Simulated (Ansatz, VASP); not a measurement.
## Ir: VASP beside Ansatz

```
Ir
1.0
     0.00000    1.92285    1.92285
     1.92285    0.00000    1.92285
     1.92285    1.92285    0.00000
Ir
1
Direct
  0.00000 0.00000 0.00000
```

Alike in both runs: functional r2SCAN; k mesh 19 × 19 × 19; occupations fermi-dirac, width 0.1 eV; no spin polarisation.

Ansatz relaxed the structure, and its values are those at the end. VASP's run is a single point on that final structure, the one shown.

```csv
,VASP,Ansatz
version,VASP 6.6.1,Ansatz 0.2.0
potentials or method,"VASP PAW PBE potentials, release 64 (Ir_sv_GW)","PAW with Ansatz's default frozen-core files, scalar-relativistic"
plane-wave cutoff (eV),620,500
valence electrons in the cell,17,17
```

```csv
,VASP,Ansatz,Ansatz less VASP
pressure (GPa),-1.0,0.0,+0.93
```

VASP's potentials were made for PBE, not for r2SCAN.

Neither program's run includes spin-orbit coupling.
